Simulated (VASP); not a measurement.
# Au (I4/mmm) in VASP: single point with r2SCAN

Aim: the single point of Au with r2SCAN.

Everything below comes from runs of VASP 6.6.1. Logs are shortened: lines on timing, memory, paths and dates and some standing lists are left out, and cuts for length are marked.

### Step 1. The cell of the first run

Symmetry: I4/mmm, No. 139, tetragonal system. The conventional cell has a = 3.181 Å, b = 3.181 Å, c = 3.472 Å, α = 90.00°, β = 90.00°, γ = 90.00°. Within 3.7 Å of Au (site symmetry 4/mmm) lie 14 Au at 2.84 to 3.47 Å.

### Step 2. Single point, r2SCAN (uniaxial strain along a: +6.0 %, then relaxed in part)

Contents of POSCAR:

```
Au
1.0
    3.4718985217      0.0000000000      0.0000000000
    0.0000000000      3.1805822280      0.0000000000
    0.0000000000      0.0000000000      3.1805822280
Au
2
Direct
    0.0000000000      0.0000000000      0.0000000000
    0.5000000000      0.5000000000      0.5000000000
```

Contents of INCAR.step1:

```
PREC = Accurate ; ENCUT = 520
ISMEAR = 0 ; SIGMA = 0.1
LREAL = False ; LASPH = True
NELM = 60 ; NBANDS = 18
GGA = PE ; ALGO = Normal
EDIFF = 1E-4 ; LWAVE = True
LCHARG = False
```

Contents of INCAR.step2:

```
PREC = Accurate ; ENCUT = 520
EDIFF = 1E-6 ; ISMEAR = 0
SIGMA = 0.1 ; LREAL = False
LASPH = True ; NELM = 60
ALGO = Normal ; ISIF = 2
LWAVE = False ; LCHARG = False
METAGGA = R2SCAN ; LMIXTAU = True
NBANDS = 18 ; ISTART = 1
```

Contents of KPOINTS:

```
Automatic mesh
0
Gamma
  16 16 16
```

Potentials or basis: VASP PAW PBE potentials, release 64 (Au).

The run is started by

```sh
cat potpaw_PBE.64/Au/POTCAR > POTCAR
cp INCAR.step1 INCAR
mpirun -np 1 vasp_std > vasp.out
cp INCAR.step2 INCAR
mpirun -np 1 vasp_std > vasp.out
```

OUTCAR:

```text
PREC = Accurate
   ENCUT = 520
   EDIFF = 1E-6
   ISMEAR = 0
   LREAL = False
   LASPH = True
   NELM = 60
   ISIF = 2
   METAGGA = R2SCAN
   ISTART = 1

 ion  position               nearest neighbor table
   1  0.000  0.000  0.000-   2 2.84   2 2.84   2 2.84   2 2.84   2 2.84   2 2.84   2 2.84   2 2.84

   2  0.500  0.500  0.500-   1 2.84   1 2.84   1 2.84   1 2.84   1 2.84   1 2.84   1 2.84   1 2.84

  LATTYP: Found a simple tetragonal cell.
 ALAT       =     3.1805822280
 C/A-ratio  =     1.0915921277

  Lattice vectors:

 A1 = (   0.0000000000,   3.1805822280,   0.0000000000)
 A2 = (   0.0000000000,   0.0000000000,   3.1805822280)
 A3 = (   3.4718985217,   0.0000000000,   0.0000000000)

Analysis of symmetry for initial positions (statically):
=====================================================================
 Subroutine PRICEL returns following result:

  LATTYP: Found a body centered tetragonal cell.
 ALAT       =     3.1805822280
 C/A-ratio  =     1.0915921277

  Lattice vectors:

 A1 = (  -1.7359492609,   1.5902911140,   1.5902911140)
 A2 = (  -1.7359492609,  -1.5902911140,  -1.5902911140)
 A3 = (   1.7359492609,  -1.5902911140,   1.5902911140)

   2 primitive cells build up your supercell.

 Routine SETGRP: Setting up the symmetry group for a
 simple tetragonal supercell.

 Subroutine GETGRP returns: Found 16 space group operations
 (whereof 16 operations were pure point group operations)
 out of a pool of 16 trial point group operations.

The static configuration has the point symmetry D_4h.

Analysis of symmetry for dynamics (positions and initial velocities):
=====================================================================
 Subroutine PRICEL returns following result:

  LATTYP: Found a body centered tetragonal cell.
 ALAT       =     3.1805822280
 C/A-ratio  =     1.0915921277

  Lattice vectors:

 A1 = (  -1.7359492609,   1.5902911140,   1.5902911140)
 A2 = (  -1.7359492609,  -1.5902911140,  -1.5902911140)
 A3 = (   1.7359492609,  -1.5902911140,   1.5902911140)

   2 primitive cells build up your supercell.

 Routine SETGRP: Setting up the symmetry group for a
 simple tetragonal supercell.

 Subroutine GETGRP returns: Found 16 space group operations
 (whereof 16 operations were pure point group operations)
 out of a pool of 16 trial point group operations.

The dynamic configuration has the point symmetry D_4h.

 Subroutine INISYM returns: Found 16 space group operations
 (whereof 16 operations are pure point group operations),
 and found     2 'primitive' translations

----------------------------------------------------------------------------------------

                                     Primitive cell

  volume of cell :      17.5610

  direct lattice vectors                    reciprocal lattice vectors
    -1.735949261  1.590291114  1.590291114    -0.288026852  0.000000000  0.314407844
    -1.735949261 -1.590291114 -1.590291114    -0.288026852 -0.314407844  0.000000000
     1.735949261 -1.590291114  1.590291114     0.000000000 -0.314407844  0.314407844

  length of vectors
     2.841051124  2.841051124  2.841051124     0.426393902  0.426393902  0.444639837

  position of ions in fractional coordinates (direct lattice)
     0.000000000  0.000000000  0.000000000

  ion indices of the primitive-cell ions
   primitive index   ion index
                 1           1

----------------------------------------------------------------------------------------

 KPOINTS: Automatic mesh

Automatic generation of k-mesh.
 Grid dimensions read from file:
 generate k-points for:   16   16   16

 Generating k-lattice:

  Cartesian coordinates                     Fractional coordinates (reciprocal lattice)
     0.018001678  0.000000000  0.000000000     0.062500000  0.000000000  0.000000000
     0.000000000  0.019650490  0.000000000     0.000000000  0.062500000  0.000000000
     0.000000000  0.000000000  0.019650490     0.000000000  0.000000000  0.062500000

  Length of vectors
     0.018001678  0.019650490  0.019650490

  Shift w.r.t. Gamma in fractional coordinates (k-lattice)
     0.000000000  0.000000000  0.000000000

 Subroutine IBZKPT returns following result:
 ===========================================

 Found    405 irreducible k-points:

 Following reciprocal coordinates:
            Coordinates               Weight
  0.000000  0.000000  0.000000      1.000000
  0.062500  0.000000  0.000000      2.000000
  0.125000  0.000000  0.000000      2.000000
  0.187500  0.000000  0.000000      2.000000
  0.250000  0.000000  0.000000      2.000000
  0.312500  0.000000  0.000000      2.000000
[... 16 lines left out ...]
  0.250000  0.125000  0.000000      8.000000
  0.312500  0.125000  0.000000      8.000000
 [... further k-points ...]
   k-points           NKPTS =    405   k-points in BZ     NKDIM =    405   number of bands    NBANDS=     18
   number of dos      NEDOS =    301   number of ions     NIONS =      2
   total plane-waves  NPLWV =  16128
   dimension x,y,z NGX =    28 NGY =   24 NGZ =   24
   dimension x,y,z NGXF=    56 NGYF=   48 NGZF=   48
   ions per type =               2
   NGX,Y,Z   is equivalent  to a cutoff of  13.41, 12.54, 12.54 a.u.
   NGXF,Y,Z  is equivalent  to a cutoff of  26.81, 25.09, 25.09 a.u.
 SYSTEM =  unknown system
   PREC   = accura    normal or accurate (medium, high low for compatibility)
   ISTART =      1    job   : 0-new  1-cont  2-samecut
   ICHARG =      0    charge: 1-file 2-atom 10-const
   ISPIN  =      1    spin polarized calculation?
   LNONCOLLINEAR =      F non collinear calculations
   LSORBIT =      F    spin-orbit coupling
   LASPH  =      T    aspherical Exc in radial PAW
   ENCUT  =  520.0 eV  38.22 Ry    6.18 a.u.   6.46  5.91  5.91*2*pi/ulx,y,z
   NELM   =     60;   NELMIN=  2; NELMDL=  0     # of ELM steps
   EDIFF  = 0.1E-05   stopping-criterion for ELM
   LREAL  =      F    real-space projection
   EDIFFG = 0.1E-04   stopping-criterion for IOM
   NSW    =      0    number of steps for IOM
   IBRION =     -1    ionic relax: 0-MD 1-quasi-New 2-CG
   NFREE  =      0    steps in history (QN), initial steepest desc. (CG)
   ISIF   =      2    stress and relaxation
   ISYM   =      2    0-nonsym 1-usesym 2-fastsym
   POTIM  = 0.5000    time-step for ionic-motion
   TEBEG  =    0.0;   TEEND  =   0.0 temperature during run
   PSTRESS=    0.0 pullay stress
   NELECT =      22.0000    total number of electrons
   NUPDOWN=      -1.0000    fix difference up-down
   EMIN   =  10.00;   EMAX   =-10.00  energy-range for DOS
   EFERMI =   0.00;   METHOD = LEGACY
   ISMEAR =     0;   SIGMA  =   0.10  broadening in eV -4-tet -1-fermi 0-gaus
   EFERMI_NEDOS =   21; number of points for ismear=-14 and -15
   IALGO  =     38    algorithm
   IMIX   =      4    mixing-type and parameters
     AMIX     =   0.40;   BMIX     =  1.00
     AMIX_MAG =   1.60;   BMIX_MAG =  1.00
  volume/ion in A,a.u.               =      17.56       118.51
  Fermi-wavevector in a.u.,A,eV,Ry     =   1.400734  2.647003 26.695384  1.962055
  Thomas-Fermi vector in A             =   2.523665
   LORBIT       =      0    0 simple, 1 ext, 2 COOP (PROOUT), +10 PAW based schemes
   METAGGA = R2SCAN    functional components
   LHFCALC =     F    Hartree Fock is set to
   AEXX    =    0.0000 exact exchange contribution
   IVDW    =     0    specifies the selected vdW correction
   LEPSILON=     F    determine dielectric tensor
   LRPA    =     F    only Hartree local field effects (RPA)
 non-spin polarized calculation
 Gauss-broadening in eV      SIGMA  =   0.10
  energy-cutoff  :      520.00
  volume of cell :       35.12
 maximum number of plane-waves:       966
 NGX is ok and might be reduce to    28
   NGX = 13   NGY = 11   NGZ = 11

 number of electron      22.0000005 magnetization

 Free energy of the ion-electron system (eV)
  ---------------------------------------------------
  ext. energy  EPLUGINS =         0.00000000
  ---------------------------------------------------
  free energy    TOTEN  =      -101.15606168 eV

  energy without entropy =     -101.15346752  energy(sigma->0) =     -101.15476460

 E-fermi :   8.8705     XC(G=0): -13.4123

 val. band max:        8.8675362195   @ k =   0.1875   0.4375   0.1250
 cond. band min:       8.9017722870   @ k =   0.0625   0.3750   0.0000
 fundamental gap:      0.0342360676
 Fermi energy:         8.8704936327

 k-point     1 :       0.0000    0.0000    0.0000
  band No.  band energies     occupation
      1      -0.9149      2.00000
      2       1.9602      2.00000
      3       2.0088      2.00000
      4       3.7372      2.00000
      5       3.7372      2.00000
      6       4.2535      2.00000
[... 10 lines left out ...]
     17      25.3314      0.00000
     18      26.1760      0.00000

 k-point     2 :       0.0625    0.0000    0.0000
  band No.  band energies     occupation
      1      -0.8498      2.00000
      2       1.9945      2.00000
      3       2.0358      2.00000
      4       3.7494      2.00000
      5       3.7494      2.00000
      6       4.2746      2.00000
[... 10 lines left out ...]
     17      25.3271      0.00000
     18      26.1618      0.00000

 k-point     3 :       0.1250    0.0000    0.0000
  band No.  band energies     occupation
      1      -0.6562      2.00000
      2       2.0937      2.00000
      3       2.1164      2.00000
      4       3.7867      2.00000
      5       3.7867      2.00000
      6       4.3373      2.00000
[... 10 lines left out ...]
     17      25.3175      0.00000
     18      26.1200      0.00000

 k-point     4 :       0.1875    0.0000    0.0000
  band No.  band energies     occupation
      1      -0.3394      2.00000
      2       2.2444      2.00000
      3       2.2486      2.00000
      4       3.8515      2.00000
      5       3.8515      2.00000
      6       4.4403      2.00000
[... 375 lines left out ...]
      4       3.7354      2.00000
      5       3.8212      2.00000
      6       4.6459      2.00000
[... 10 lines left out ...]
     17      25.2476      0.00000
     18      25.7065      0.00000

 k-point    23 :       0.2500    0.1250    0.0000
  band No.  band energies     occupation
      1       0.3345      2.00000
      2       2.4701      2.00000
      3       2.6567      2.00000
      4       3.7393      2.00000
      5       3.8899      2.00000
      6       4.8729      2.00000
[... 10 lines left out ...]
     17      25.3654      0.00000
     18      26.0932      0.00000

 k-point    24 :       0.3125    0.1250    0.0000
  band No.  band energies     occupation
      1       0.8131      2.00000
      2       2.6043      2.00000
      3       2.8728      2.00000
      4       3.7858      2.00000
      5       3.9521      2.00000
      6       4.8440      2.00000
[... 10 lines left out ...]
     17      25.0519      0.00000
     18      26.7181      0.00000

 [... further k-points ...]
[... 5 lines left out ...]
  --------------------------------------------------------------------------------------
  -------------------------------------------------------------------------------------
  Total        0.2797566      0.0567988      0.0567988      0.0000000      0.0000000     -0.0000000
  in kB       12.7617631      2.5910139      2.5910139      0.0000000      0.0000000     -0.0000000
  external PRESSURE =       5.9812637 kB  Pullay stress =       0.0000000 kB

 VOLUME and BASIS-vectors are now :
 -----------------------------------------------------------------------------
  energy-cutoff  :      520.00
  volume of cell :       35.12
      direct lattice vectors                 reciprocal lattice vectors
     3.471898522  0.000000000  0.000000000     0.288026852  0.000000000  0.000000000
     0.000000000  3.180582228  0.000000000     0.000000000  0.314407844  0.000000000
     0.000000000  0.000000000  3.180582228     0.000000000  0.000000000  0.314407844

 POSITION                                       TOTAL-FORCE (eV/Angst)
 -----------------------------------------------------------------------------------
      0.00000      0.00000      0.00000         0.000000      0.000000     -0.000000
      1.73595      1.59029      1.59029         0.000000     -0.000000      0.000000
 -----------------------------------------------------------------------------------
    total drift:                                0.000000      0.000000      0.000000

  FREE ENERGIE OF THE ION-ELECTRON SYSTEM (eV)
  ---------------------------------------------------
  free  energy   TOTEN  =      -101.1560616762 eV

  energy  without entropy=     -101.1534675176  energy(sigma->0) =     -101.15476460
```

Run time: 9.1 min. Hardware: 1 thread of Intel Xeon 8259CL, shared host; peak memory 0.32 GiB.

What came out:

| Item | Value |
| --- | --- |
| Free energy | -101.1561 eV |
| Pressure | 0.6 GPa |
| Band gap on the k mesh | zero (bands 11 and 12 overlap by 6.14 eV) |

Levels at points of the mesh, in eV from the Fermi level:
```
           k point  band 7  band 8  band 9  band 10  band 11  band 12  band 13  band 14  band 15  band 16
(0.00, 0.00, 0.00)   -3.48   -2.89   -2.09    -1.89    -1.89     4.96     7.49     7.49     9.39    15.88
(0.50, 0.00, 0.00)   -4.16   -4.16   -3.45    -3.45    -2.76    -2.76    14.00    14.00    14.28    14.28
(0.00, 0.50, 0.00)   -4.25   -4.25   -3.63    -3.63    -1.72    -1.72    12.34    12.34    12.97    12.97
(0.50, 0.50, 0.00)   -2.84   -2.84   -1.67    -1.67    -0.51    -0.51     3.28     3.28    13.52    13.52
(0.00, 0.50, 0.50)   -2.71   -2.71   -1.52    -1.52    -0.01    -0.01     4.00     4.00    12.24    12.24
(0.50, 0.50, 0.50)   -3.09   -3.09   -2.69    -2.69     3.06     3.06     7.17     7.17     7.17     7.17
```

Caveat: the cell differs from its parent crystal (uniaxial strain along a: +6.0 %, then relaxed in part); the PAW data sets were made with another functional, which shifts forces and pressure a little; spin-orbit coupling is left out, which moves the levels of the heavy elements.
